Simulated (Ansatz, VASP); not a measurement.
**NaCl: VASP beside Ansatz**

Contents of INCAR:

```
PREC     = Accurate       # precision mode
ENCUT    = 600            # plane-wave cutoff, eV
EDIFF    = 1E-6           # SCF threshold, eV
ISMEAR   = -1             # smearing method
SIGMA    = 0.05           # smearing width, eV
LREAL    = F              # projectors in reciprocal space
LASPH    = T              # aspherical terms in the spheres
NELM     = 100            # most SCF steps
ALGO     = Normal         # electronic algorithm
ISIF     = 3              # what is computed and relaxed
LWAVE    = F              # write WAVECAR
LCHARG   = F              # write CHGCAR
GGA      = B5             # functional
ALDAX    = 1.0          
AGGAX    = 1.0          
AGGAC    = 1.0          
ALDAC    = 0.0          
IVDW     = 12             # dispersion correction
VDW_S6   = 1.0          
VDW_S8   = 2.6996       
VDW_A1   = 0.4298       
VDW_A2   = 4.2359       
IBRION   = 2              # ionic algorithm
NSW      = 80             # ionic steps
EDIFFG   = -0.02          # ionic threshold
```

File KPOINTS:

```
regular mesh
0
Gamma
  8 8 8
```

Contents of POSCAR:

```
NaCl
1.0
    3.5021900000      0.0000000000      0.0000000000
    0.0000000000      3.5021900000      0.0000000000
    0.0000000000      0.0000000000      3.5021900000
Cl Na
1 1
Direct
    0.5000000000      0.5000000000      0.5000000000
    0.0000000000      0.0000000000      0.0000000000
```

File input.yaml:

```yaml
crystal:
  lattice:
    - [3.50219, 0.0, 0.0]
    - [0.0, 3.50219, 0.0]
    - [0.0, 0.0, 3.50219]
  atoms:
    - { symbol: Cl, position: [0.5, 0.5, 0.5] }
    - { symbol: Na, position: [0.0, 0.0, 0.0] }
kpoints:
  mp_grid: { grid: [8, 8, 8] }
scf:
  occupations: { method: fermi_dirac, width: 0.05 }
hamiltonian:
  xc: blyp
  dispersion: d3bj
  pseudopotentials: { kind: all_electron, lapw: { basis_error: 0.001 } }
output:
  forces: true
  stress: true
relax:
  f_tol: 0.02
  max_steps: 60
  cell: {}
```

Alike in both runs: task relaxation of cell and atoms; functional BLYP; dispersion D3(BJ); k mesh 8 × 8 × 8; occupations fermi-dirac, width 0.05 eV; no spin polarisation.

|  | VASP | Ansatz |
| --- | --- | --- |
| version | VASP 6.6.1 | Ansatz 0.2.0 |
| potentials or method | VASP PAW PBE potentials, release 64 (Cl, Na_pv), cutoff 600 eV | all-electron LAPW, scalar-relativistic |

VASP gave:

| Quantity | Value |
| --- | --- |
| relaxed volume (Å³/atom) | 19.62 |
| relaxed length of the cell vector where the two differ most in proportion (Å) | 3.398 |

Estimate Ansatz's values.

relaxed volume (Å³/atom): 19.63; relaxed length of the cell vector where the two differ most in proportion (Å): 3.399.

VASP's potentials were made for PBE, not for BLYP. Ansatz ran all-electron here, and VASP with PAW potentials.
